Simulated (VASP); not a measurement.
# ScAl (Pm-3m) in VASP: notebook

Runs on ScAl. Level: LDA. Tasks: relaxation of cell and atoms.

All numbers are computed with VASP 6.6.1; they aren't measurements. Logs are shortened: lines on timing, memory, paths and dates and some standing lists are left out, and cuts for length are marked.

### 1 The cell of the first run

It takes space group Pm-3m (No. 221, cubic). The conventional cell has a = 3.310 Å, b = 3.310 Å, c = 3.310 Å, α = 90.00°, β = 90.00°, γ = 90.00°. Sc (site symmetry m-3m) has 8 Al at 2.87 Å and 6 Sc at 3.31 Å within 3.8 Å. Al (site symmetry m-3m) has 8 Sc at 2.87 Å and 6 Al at 3.31 Å within 3.8 Å.

### 2 Relaxation of cell and atoms, LDA

INCAR reads:

```
SYSTEM = ScAl
PREC     = Accurate       ! precision mode
ENCUT    = 600            ! plane-wave cutoff, eV
EDIFF    = 1E-6           ! SCF threshold, eV
ISMEAR   = -1             ! smearing method
SIGMA    = 0.15           ! smearing width, eV
LREAL    = .False.        ! projectors in reciprocal space
LASPH    = .True.         ! aspherical terms in the spheres
NELM     = 80             ! most SCF steps
ALGO     = Fast           ! electronic algorithm
ISIF     = 3              ! what is computed and relaxed
LWAVE    = .False.        ! write WAVECAR
LCHARG   = .False.        ! write CHGCAR
IBRION   = 2              ! ionic algorithm
NSW      = 80             ! ionic steps
EDIFFG   = -0.001         ! ionic threshold
```

KPOINTS reads:

```
regular mesh
0
Gamma
  12 12 12
  0 0 0
```

POSCAR reads:

```
ScAl
1.0
    3.3103785511      0.0000000000      0.0000000000
    0.0000000000      3.3103785511      0.0000000000
    0.0000000000      0.0000000000      3.3103785511
Sc Al
1 1
Direct
    0.5000000000      0.5000000000      0.5000000000
    0.0000000000      0.0000000000      0.0000000000
```

Potentials or basis: VASP PAW LDA potentials, release 64 (Sc_sv, Al).

On the command line:

```console
cat potpaw_LDA.64/Sc_sv/POTCAR potpaw_LDA.64/Al/POTCAR > POTCAR
mpirun -np 1 vasp_std > vasp.out
```

OUTCAR:

```text
SYSTEM = ScAl
   PREC = Accurate
   ENCUT = 600
   EDIFF = 1E-6
   ISMEAR = -1
   LREAL = .False.
   LASPH = .True.
   NELM = 80
   ISIF = 3
   IBRION = 2
   NSW = 80
   EDIFFG = -0.001

 ion  position               nearest neighbor table
   1  0.500  0.500  0.500-   2 2.87   2 2.87   2 2.87   2 2.87   2 2.87   2 2.87   2 2.87   2 2.87

   2  0.000  0.000  0.000-   1 2.87   1 2.87   1 2.87   1 2.87   1 2.87   1 2.87   1 2.87   1 2.87

  LATTYP: Found a simple cubic cell.
 ALAT       =     3.3103785511

  Lattice vectors:

 A1 = (   3.3103785511,   0.0000000000,   0.0000000000)
 A2 = (   0.0000000000,   3.3103785511,   0.0000000000)
 A3 = (   0.0000000000,   0.0000000000,   3.3103785511)

Analysis of symmetry for initial positions (statically):
=====================================================================
 Subroutine PRICEL returns:
 Original cell was already a primitive cell.

 Routine SETGRP: Setting up the symmetry group for a
 simple cubic supercell.

 Subroutine GETGRP returns: Found 48 space group operations
 (whereof 48 operations were pure point group operations)
 out of a pool of 48 trial point group operations.

The static configuration has the point symmetry O_h .

Analysis of symmetry for dynamics (positions and initial velocities):
=====================================================================
 Subroutine PRICEL returns:
 Original cell was already a primitive cell.

 Routine SETGRP: Setting up the symmetry group for a
 simple cubic supercell.

 Subroutine GETGRP returns: Found 48 space group operations
 (whereof 48 operations were pure point group operations)
 out of a pool of 48 trial point group operations.

The dynamic configuration has the point symmetry O_h .

 Subroutine INISYM returns: Found 48 space group operations
 (whereof 48 operations are pure point group operations),
 and found     1 'primitive' translations

----------------------------------------------------------------------------------------

                                     Primitive cell

  volume of cell :      36.2771

  direct lattice vectors                    reciprocal lattice vectors
     3.310378551  0.000000000  0.000000000     0.302080256  0.000000000  0.000000000
     0.000000000  3.310378551  0.000000000     0.000000000  0.302080256  0.000000000
     0.000000000  0.000000000  3.310378551     0.000000000  0.000000000  0.302080256

  length of vectors
     3.310378551  3.310378551  3.310378551     0.302080256  0.302080256  0.302080256

  position of ions in fractional coordinates (direct lattice)
     0.500000000  0.500000000  0.500000000
     0.000000000  0.000000000  0.000000000

  ion indices of the primitive-cell ions
   primitive index   ion index
                 1           1
                 2           2

----------------------------------------------------------------------------------------

 KPOINTS: regular mesh

Automatic generation of k-mesh.
 Grid dimensions read from file:
 generate k-points for:   12   12   12

 Generating k-lattice:

  Cartesian coordinates                     Fractional coordinates (reciprocal lattice)
     0.025173355  0.000000000  0.000000000     0.083333333  0.000000000  0.000000000
     0.000000000  0.025173355  0.000000000     0.000000000  0.083333333  0.000000000
     0.000000000  0.000000000  0.025173355     0.000000000  0.000000000  0.083333333

  Length of vectors
     0.025173355  0.025173355  0.025173355

  Shift w.r.t. Gamma in fractional coordinates (k-lattice)
     0.000000000  0.000000000  0.000000000

 Subroutine IBZKPT returns following result:
 ===========================================

 Found     84 irreducible k-points:

 Following reciprocal coordinates:
            Coordinates               Weight
  0.000000  0.000000  0.000000      1.000000
  0.083333  0.000000  0.000000      6.000000
  0.166667  0.000000  0.000000      6.000000
  0.250000  0.000000  0.000000      6.000000
  0.333333  0.000000  0.000000      6.000000
  0.416667  0.000000  0.000000      6.000000
[... 16 lines left out ...]
  0.333333  0.333333  0.000000     12.000000
  0.416667  0.333333  0.000000     24.000000
 [... further k-points ...]
   k-points           NKPTS =     84   k-points in BZ     NKDIM =     84   number of bands    NBANDS=     11
   number of dos      NEDOS =    301   number of ions     NIONS =      2
   total plane-waves  NPLWV =  21952
   dimension x,y,z NGX =    28 NGY =   28 NGZ =   28
   dimension x,y,z NGXF=    56 NGYF=   56 NGZF=   56
   ions per type =               1   1
   NGX,Y,Z   is equivalent  to a cutoff of  14.06, 14.06, 14.06 a.u.
   NGXF,Y,Z  is equivalent  to a cutoff of  28.12, 28.12, 28.12 a.u.
 SYSTEM =  ScAl
   PREC   = accura    normal or accurate (medium, high low for compatibility)
   ISTART =      0    job   : 0-new  1-cont  2-samecut
   ICHARG =      2    charge: 1-file 2-atom 10-const
   ISPIN  =      1    spin polarized calculation?
   LNONCOLLINEAR =      F non collinear calculations
   LSORBIT =      F    spin-orbit coupling
   LASPH  =      T    aspherical Exc in radial PAW
   ENCUT  =  600.0 eV  44.10 Ry    6.64 a.u.   6.61  6.61  6.61*2*pi/ulx,y,z
   NELM   =     80;   NELMIN=  2; NELMDL= -5     # of ELM steps
   EDIFF  = 0.1E-05   stopping-criterion for ELM
   LREAL  =      F    real-space projection
   EDIFFG = -.1E-02   stopping-criterion for IOM
   NSW    =     80    number of steps for IOM
   IBRION =      2    ionic relax: 0-MD 1-quasi-New 2-CG
   NFREE  =      1    steps in history (QN), initial steepest desc. (CG)
   ISIF   =      3    stress and relaxation
   ISYM   =      2    0-nonsym 1-usesym 2-fastsym
   POTIM  = 0.5000    time-step for ionic-motion
   TEBEG  =    0.0;   TEEND  =   0.0 temperature during run
   PSTRESS=    0.0 pullay stress
   NELECT =      14.0000    total number of electrons
   NUPDOWN=      -1.0000    fix difference up-down
   EMIN   =  10.00;   EMAX   =-10.00  energy-range for DOS
   EFERMI =   0.00;   METHOD = LEGACY
   ISMEAR =    -1;   SIGMA  =   0.15  broadening in eV -4-tet -1-fermi 0-gaus
   EFERMI_NEDOS =   21; number of points for ismear=-14 and -15
   IALGO  =     68    algorithm
   IMIX   =      4    mixing-type and parameters
     AMIX     =   0.40;   BMIX     =  1.00
     AMIX_MAG =   1.60;   BMIX_MAG =  1.00
  volume/ion in A,a.u.               =      18.14       122.41
  Fermi-wavevector in a.u.,A,eV,Ry     =   1.191900  2.252365 19.328788  1.420626
  Thomas-Fermi vector in A             =   2.327951
   LORBIT       =      0    0 simple, 1 ext, 2 COOP (PROOUT), +10 PAW based schemes
   GGA     = CA    functional components
   LHFCALC =     F    Hartree Fock is set to
   AEXX    =    0.0000 exact exchange contribution
   IVDW    =     0    specifies the selected vdW correction
   LEPSILON=     F    determine dielectric tensor
   LRPA    =     F    only Hartree local field effects (RPA)
 conjugate gradient relaxation of ions
 non-spin polarized calculation
 RMM-DIIS sequential band-by-band and
  energy-cutoff  :      600.00
  volume of cell :       36.28
 maximum number of plane-waves:      1233
 NGX is ok and might be reduce to    28
   NGX = 13   NGY = 13   NGZ = 13

--------------------------------------- Ionic step        1  -------------------------------------------

 number of electron      14.0000003 magnetization

 Free energy of the ion-electron system (eV)
  ---------------------------------------------------
  ext. energy  EPLUGINS =         0.00000000
  ---------------------------------------------------
  free energy    TOTEN  =       -11.92177792 eV

  energy without entropy =      -11.84895400  energy(sigma->0) =      -11.88536596

------------------------ aborting loop because EDIFF is reached ----------------------------------------

  FORCE on cell =-STRESS in cart. coord.  units (eV):
  Direction    XX          YY          ZZ          XY          YZ          ZX
  --------------------------------------------------------------------------------------
  -------------------------------------------------------------------------------------
  Total        0.0677639      0.0677639      0.0677639     -0.0000000     -0.0000000      0.0000000
  in kB        2.9927901      2.9927901      2.9927901     -0.0000000     -0.0000000      0.0000000
  external PRESSURE =       2.9927901 kB  Pullay stress =       0.0000000 kB

 VOLUME and BASIS-vectors are now :
 -----------------------------------------------------------------------------
  energy-cutoff  :      600.00
  volume of cell :       36.28
      direct lattice vectors                 reciprocal lattice vectors
     3.310378551  0.000000000  0.000000000     0.302080256  0.000000000  0.000000000
     0.000000000  3.310378551  0.000000000     0.000000000  0.302080256  0.000000000
     0.000000000  0.000000000  3.310378551     0.000000000  0.000000000  0.302080256
[... 253 lines left out ...]
 POSITION                                       TOTAL-FORCE (eV/Angst)
 -----------------------------------------------------------------------------------
      1.65663      1.65663      1.65663        -0.000000      0.000000      0.000000
      0.00000      0.00000      0.00000         0.000000     -0.000000      0.000000
 -----------------------------------------------------------------------------------
    total drift:                                0.000000      0.000000      0.000000

  FREE ENERGIE OF THE ION-ELECTRON SYSTEM (eV)
  ---------------------------------------------------
  free  energy   TOTEN  =       -11.9218423763 eV

  energy  without entropy=      -11.8487034895  energy(sigma->0) =      -11.88527293

--------------------------------------- Ionic step        9  -------------------------------------------

 number of electron      14.0000002 magnetization

 Free energy of the ion-electron system (eV)
  ---------------------------------------------------
  ext. energy  EPLUGINS =         0.00000000
  ---------------------------------------------------
  free energy    TOTEN  =       -11.92184239 eV

  energy without entropy =      -11.84870265  energy(sigma->0) =      -11.88527252

 E-fermi :   6.2071     XC(G=0): -10.7438

 val. band max:        6.1644543684   @ k =   0.3333   0.0000   0.0000
 cond. band min:       6.2163481033   @ k =   0.5000   0.4167   0.1667
 fundamental gap:      0.0518937349
 Fermi energy:         6.2071363268

 k-point     1 :       0.0000    0.0000    0.0000
  band No.  band energies     occupation
      1     -42.4539      2.00000
      2     -21.3798      2.00000
      3     -21.3798      2.00000
      4     -21.3798      2.00000
      5      -2.3708      2.00000
      6       5.4779      1.98464
      7       5.4779      1.98464
      8       9.0460      0.00000
      9       9.0460      0.00000
     10       9.0460      0.00000
     11      10.1939      0.00000

 k-point     2 :       0.0833    0.0000    0.0000
  band No.  band energies     occupation
      1     -42.4526      2.00000
      2     -21.3951      2.00000
      3     -21.3784      2.00000
      4     -21.3784      2.00000
      5      -2.2665      2.00000
      6       5.3888      1.99149
      7       5.5307      1.97823
      8       8.7138      0.00000
      9       8.7138      0.00000
     10       9.0620      0.00000
     11       9.9015      0.00000
[... 295 lines left out ...]
 k-point    24 :       0.4167    0.3333    0.0000
  band No.  band energies     occupation
      1     -42.4212      2.00000
      2     -21.5641      2.00000
      3     -21.5196      2.00000
      4     -21.3459      2.00000
      5       0.8899      2.00000
      6       3.5136      2.00000
      7       4.8685      1.99973
      8       6.5178      0.22387
      9       7.6147      0.00017
     10       8.0595      0.00001
     11      10.0511      0.00000

 [... further k-points ...]

------------------------ aborting loop because EDIFF is reached ----------------------------------------

  FORCE on cell =-STRESS in cart. coord.  units (eV):
  Direction    XX          YY          ZZ          XY          YZ          ZX
  --------------------------------------------------------------------------------------
  -------------------------------------------------------------------------------------
  Total        0.0000147      0.0000147      0.0000147     -0.0000000      0.0000000      0.0000000
  in kB        0.0006470      0.0006470      0.0006470     -0.0000000      0.0000000      0.0000000
  external PRESSURE =       0.0006470 kB  Pullay stress =       0.0000000 kB

 VOLUME and BASIS-vectors are now :
 -----------------------------------------------------------------------------
  energy-cutoff  :      600.00
  volume of cell :       36.37
      direct lattice vectors                 reciprocal lattice vectors
     3.313266258  0.000000000  0.000000000     0.301816975  0.000000000 -0.000000000
    -0.000000000  3.313266258 -0.000000000    -0.000000000  0.301816975 -0.000000000
     0.000000000  0.000000000  3.313266258    -0.000000000  0.000000000  0.301816975

 POSITION                                       TOTAL-FORCE (eV/Angst)
 -----------------------------------------------------------------------------------
      1.65663      1.65663      1.65663        -0.000000      0.000000      0.000000
      0.00000      0.00000      3.31327         0.000000     -0.000000      0.000000
 -----------------------------------------------------------------------------------
    total drift:                                0.000000      0.000000      0.000000

  FREE ENERGIE OF THE ION-ELECTRON SYSTEM (eV)
  ---------------------------------------------------
  free  energy   TOTEN  =       -11.9218423932 eV

  energy  without entropy=      -11.8487026549  energy(sigma->0) =      -11.88527252

 reached required accuracy - stopping structural energy minimisation
```

Wall time 2 min (1 thread of Intel Xeon Platinum 8259CL at 2.50GHz (Skylake/Cascade Lake), shared host); peak memory 0.18 GiB.

Results:

```yaml
Free_energy: -11.9218 eV
Relaxed_volume: 18.19 Å³/atom
Relaxed_cell: a = 3.313 Å, b = 3.313 Å, c = 3.313 Å, α = 90.00°, β = 90.00°, γ = 90.00°
Space_group_after_relaxing_to_0.1_Å: Pm-3m (No. 221)
Energy_gained_by_relaxing: 0.0 meV/atom
Ionic_steps: 9
Pressure_after_relaxing: 0.0 GPa
Band_gap_on_the_k_mesh: zero (bands 7 and 8 overlap by 1.15 eV)
```

Final structure:
```cif
data_structure
_symmetry_space_group_name_H-M 'P 1'
_symmetry_Int_Tables_number 1
_cell_length_a 3.3133
_cell_length_b 3.3133
_cell_length_c 3.3133
_cell_angle_alpha 90.000
_cell_angle_beta 90.000
_cell_angle_gamma 90.000
_cell_volume 36.37
loop_
_atom_site_label
_atom_site_type_symbol
_atom_site_fract_x
_atom_site_fract_y
_atom_site_fract_z
_atom_site_occupancy
Sc1 Sc 0.50000 0.50000 0.50000 1
Al1 Al 0.00000 0.00000 0.00000 1
```

(Continued in part 2 of 2.)

The gap in the log of VASP goes by the Fermi energy; the results here count the filled bands.